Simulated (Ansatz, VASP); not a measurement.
Two plane-wave programs on PtS2

```xyz
3
Lattice="3.5432 0.0709 0.0000 -1.7102 3.0331 0.0000 0.0000 0.0000 5.0388" Properties=species:S:1:pos:R:3 pbc="T T T"
Pt    0.0000    0.0000    0.0000
S     1.7921    1.0583    3.8950
S     0.0409    2.0457    1.1438
```

Alike in both runs: functional PBEsol; k mesh 7 × 7 × 5; occupations fermi-dirac, width 0.05 eV; no spin polarisation.

```csv
,VASP,Ansatz
version,VASP 6.6.1,Ansatz 0.2.0
potentials or method,"VASP PAW PBE potentials, release 64 (Pt, S)",Ansatz PAW
plane-wave cutoff (eV),520,420
valence electrons in the cell,22,30
task,single point,band structure
```

```tsv
	VASP	Ansatz	Ansatz less VASP
gap on the k mesh at the Fermi level (eV)	0.58	0.57	-0.012
least direct gap on the mesh (eV)	1.08	1.06	-0.019
pressure (GPa)	6.4	6.7	+0.30
traceless stress, the component that is largest in VASP (GPa)	-4.03	-4.04	-0.006
rms of the force components (eV/Å)	0.477	0.487	+0.0100
```

VASP's potentials were made for PBE, not for PBEsol. Atom by atom the forces differ by 0.010 eV/Å (rms over components). VASP's potentials hold 22 valence electrons a cell and Ansatz's 30, so a difference there can come from the potentials and not from the codes.

Spin-orbit coupling is off throughout.
